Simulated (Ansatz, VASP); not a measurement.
**Two plane-wave programs on Be3CdO4**

```
CELL_PARAMETERS angstrom
4.84072 0.00000 0.00000
-2.42036 4.19219 0.00000
0.00000 0.00000 4.31180
ATOMIC_POSITIONS crystal
Be 0.52143 0.47857 0.00000
Be 0.52143 0.04287 0.00000
Be 0.95713 0.47857 0.00000
Cd 0.00000 0.00000 0.00000
O 0.33333 0.66667 0.50000
O 0.86160 0.13840 0.50000
O 0.86160 0.72321 0.50000
O 0.27679 0.13840 0.50000
```

Alike in both runs: task relaxation of cell and atoms; functional PBE; k mesh 3 × 3 × 3; occupations gaussian, width 0.15 eV; no spin polarisation.

```csv
,VASP,Ansatz
version,VASP 6.6.1,Ansatz 0.2.0
potentials or method,"VASP PAW PBE potentials, release 64 (Be, Cd, O), cutoff 600 eV","scalar-relativistic, plane waves, PAW"
valence electrons in the cell,42,50
```

```csv
,VASP,Ansatz,Ansatz less VASP
"gap on the k mesh at the Fermi level, each at its own relaxed structure (eV)",0.80,0.81,+0.013
relaxed volume (Å³/atom),8.55,8.51,-0.039
relaxed cell length with the largest relative difference (Å),2.511,2.504,-0.0071
```

VASP's potentials hold 42 valence electrons a cell and Ansatz's 50, so a difference there can come from the potentials and not from the codes.

The k mesh is coarse, so the values compare programs but aren't converged. Noted on VASP's run: the volume moved by over 15 % at a fixed basis, so the end points are rough.
